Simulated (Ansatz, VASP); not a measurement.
**NaCl in VASP and in Ansatz**

The input INCAR:

```
PREC = Accurate
ENCUT = 500
EDIFF = 1E-6
ISMEAR = -1
SIGMA = 0.02
LREAL = False
LASPH = True
NELM = 120
ALGO = Normal
ISIF = 2
LWAVE = False
LCHARG = True
GGA = PE
LELF = True
LVHAR = True
NBANDS = 14
GGA_COMPAT = False
```

File KPOINTS:

```
Automatic mesh
0
Gamma
  8 8 8
```

The input POSCAR:

```
NaCl
1.0
    2.9160926721      0.0000000000      0.0000000000
    0.0000000000      2.9160926721      0.0000000000
    0.0000000000      0.0000000000      2.9160926721
Na Cl
1 1
Direct
    0.0000000000      0.0000000000      0.0000000000
    0.5000000000      0.5000000000      0.5000000000
```

Input for Ansatz:

```yaml
crystal:
  lattice:
    - [2.9160926721, 0.0, 0.0]
    - [0.0, 2.9160926721, 0.0]
    - [0.0, 0.0, 2.9160926721]
  atoms:
    - { symbol: Na, position: [0.0, 0.0, 0.0] }
    - { symbol: Cl, position: [0.5, 0.5, 0.5] }
kpoints:
  mp_grid: { grid: [8, 8, 8] }
  band_path:
    path:
      - [0.0, 0.0, 0.0]
      - [0.0, 0.5, 0.0]
      - [0.5, 0.5, 0.0]
      - [0.0, 0.0, 0.0]
      - [0.5, 0.5, 0.5]
      - [0.0, 0.5, 0.0]
      - [0.5, 0.5, 0.5]
      - [0.5, 0.5, 0.0]
    npoints: 5
scf:
  occupations: { method: fermi_dirac, width: 0.02 }
hamiltonian:
  xc: pbe
  pseudopotentials: { kind: all_electron, lapw: { basis_error: 0.00025 } }
output:
  forces: true
  stress: true
  eigenvalues: true
```

Change from the starting cell: volume scaled by 1.06.

Alike in both runs: task single point; functional PBE; k mesh 8 × 8 × 8; occupations fermi-dirac, width 0.02 eV; no spin polarisation.

```csv
,VASP,Ansatz
version,VASP 6.6.1,Ansatz 0.2.0
potentials or method,"VASP PAW PBE potentials, release 64 (Na_pv, Cl), cutoff 500 eV","all-electron LAPW, scalar-relativistic"
```

Ansatz gave:

- gap on the k mesh at the Fermi level (eV): 4.59
- pressure (GPa): 51.4

**Question.** Which values does VASP return?

**Answer.** gap on the k mesh at the Fermi level (eV): 4.64; pressure (GPa): 51.5.

Both programs put the cell under a high pressure, so it lies far from rest at this level. Ansatz ran all-electron here, and VASP with PAW potentials.
